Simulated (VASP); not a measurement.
Set up this calculation in VASP 6.6.1, as the native input.

- Task: electric field gradients
- Functional: PBE
- Potentials or basis: VASP PAW PBE potentials, release 64 (Cd, S)
- Cutoff: 520 eV
- k mesh: 7 × 7 × 7
- Occupations: fermi-dirac, width 0.02 eV
- Spin: no spin polarisation
- Dipole correction: no
- Further INCAR settings: ALGO = Normal; EDIFF = 1e-08; NBANDS = 16

The structure of CdS lies in POSCAR:

```
CdS
1.0
    0.0000000000      2.9135239302      2.9429534649
    2.9135239302      0.0000000000      2.9429534649
    2.9135239302      2.9135239302      0.0000000000
Cd S
1 1
Direct
    0.0000000000      0.0000000000      0.0000000000
    0.7500000000      0.7500000000      0.7500000000
```

This cell differs from its parent crystal: equal xx and yy strain of -1 %.

One way to write it, as run:

INCAR

```
PREC = Accurate ; ENCUT = 520
EDIFF = 1E-8 ; ISMEAR = -1
SIGMA = 0.02 ; LREAL = F
LASPH = T ; NELM = 80
ALGO = Normal ; ISIF = 2
LWAVE = F ; LCHARG = F
GGA = PE ; LEFG = T
NBANDS = 16
```

KPOINTS

```
regular mesh
0
Gamma
  7 7 7
```

Potentials or basis: VASP PAW PBE potentials, release 64 (Cd, S).

Run with:

```console
$ cat potpaw_PBE.64/Cd/POTCAR potpaw_PBE.64/S/POTCAR > POTCAR
$ mpirun -np 1 vasp_std > vasp.out
```

It gave:

```json
{
 "Pressure": "2.7 GPa",
 "Band gap on the k mesh": "1.12 eV, direct"
}
```

Caveat: the cell differs from its parent crystal (equal xx and yy strain of -1 %); without QUAD_EFG the Cq values of the log hold for a quadrupole moment of 1 mb, not for the nuclei.

Wall time 18 s on 1 thread of Intel(R) Xeon(R) 6975P-C (Granite Rapids), with other jobs on the host, peak memory 0.18 GiB.
